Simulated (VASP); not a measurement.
Here is a VASP 6.6.1 calculation.

The input INCAR:

```
SYSTEM = Sb
ALGO = Normal ; EDIFF = 1E-6
ENCUT = 520 ; ISIF = 2
ISMEAR = -1 ; LASPH = .True.
LCHARG = .False. ; LREAL = .False.
LWAVE = .False. ; NBANDS = 8
NELM = 80 ; PREC = Accurate
SIGMA = 0.1
```

KPOINTS

```
k-points
0
Gamma
  5 5 5
  0 0 0
```

The input POSCAR:

```
Sb
1.0
   -1.7250000000      1.7250000000      1.7250000000
    1.7250000000     -1.7250000000      1.7250000000
    1.7250000000      1.7250000000     -1.7250000000
Sb
1
Direct
    0.0000000000      0.0000000000      0.0000000000
```

Potentials or basis: VASP PAW LDA potentials, release 64 (Sb).

Run with:

```bash
$ cat potpaw_LDA.64/Sb/POTCAR > POTCAR
$ mpirun -np 1 vasp_std > vasp.out
```

Q: Estimate the pressure.

A: 25.7 GPa.

Caveat: the k points lie up to 0.52 Å⁻¹ apart.
